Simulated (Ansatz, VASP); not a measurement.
WSe in VASP and in Ansatz

POSCAR

```
WSe
1.0
    3.1462601996      0.0000000000      0.0000000000
   -1.5731300998      2.7247412598      0.0000000000
    0.0000000000      0.0000000000      7.7092916346
W Se
2 2
Direct
    0.0000000000      0.0000000000      0.0000000000
    0.0000000000      0.0000000000      0.5000000000
    0.3333333333      0.6666666667      0.2500000000
    0.6666666667      0.3333333333      0.7500000000
```

The input INCAR.step1:

```
  PREC = Accurate
  ENCUT = 550
  ISMEAR = 0
  SIGMA = 0.1
  LREAL = F
  LASPH = T
  NELM = 120
  NBANDS = 28
  GGA = PE
  ALGO = Normal
  EDIFF = 1E-5
  LWAVE = T
  LCHARG = F
  GGA_COMPAT = F
```

The input INCAR.step2:

```
  PREC = Accurate
  ENCUT = 550
  EDIFF = 1E-6
  ISMEAR = 0
  SIGMA = 0.1
  LREAL = F
  LASPH = T
  NELM = 120
  ALGO = Normal
  ISIF = 2
  LWAVE = F
  LCHARG = F
  METAGGA = R2SCAN
  LMIXTAU = T
  NBANDS = 28
  ISTART = 1
  GGA_COMPAT = F
```

Contents of KPOINTS:

```
Automatic mesh
0
Gamma
  18 18 6
```

Input for Ansatz:

```yaml
crystal:
  lattice:
    - [3.1462601996, 0.0, 0.0]
    - [-1.5731300998, 2.7247412598, 0.0]
    - [0.0, 0.0, 7.7092916346]
  atoms:
    - { symbol: W, position: [0.0, 0.0, 0.0] }
    - { symbol: W, position: [0.0, 0.0, 0.5] }
    - { symbol: Se, position: [0.3333333333, 0.6666666667, 0.25] }
    - { symbol: Se, position: [0.6666666667, 0.3333333333, 0.75] }
basis:
  ecutwfc: 500
kpoints:
  mp_grid: { grid: [18, 18, 6] }
hamiltonian:
  xc: r2scan
scf:
  occupations: { method: gaussian, width: 0.1 }
  lower_state_search: "off"
output:
  forces: true
  stress: true
  eigenvalues: true
```

Alike in both runs: task single point; functional r2SCAN; k mesh 18 × 18 × 6; occupations gaussian, width 0.1 eV; no spin polarisation.

|  | VASP | Ansatz |
| --- | --- | --- |
| version | VASP 6.6.1 | Ansatz 0.2.0 |
| potentials or method | VASP PAW PBE potentials, release 64 (W_sv, Se), cutoff 550 eV | scalar-relativistic, plane waves, PAW |
| valence electrons in the cell | 40 | 60 |

|  | VASP | Ansatz | Ansatz less VASP |
| --- | --- | --- | --- |
| gap on the k mesh at the Fermi level (eV) | none | none | - |
| pressure (GPa) | -2.3 | -2.8 | -0.51 |
| traceless stress, the component that is largest in VASP (GPa) | -1.55 | -1.80 | -0.248 |

VASP's potentials were made for PBE, not for r2SCAN. A gap of «none» marks a metal or a gap that the smearing closes. VASP's potentials hold 40 valence electrons a cell and Ansatz's 60, so a difference there can come from the potentials and not from the codes.

Neither program's run includes spin-orbit coupling.
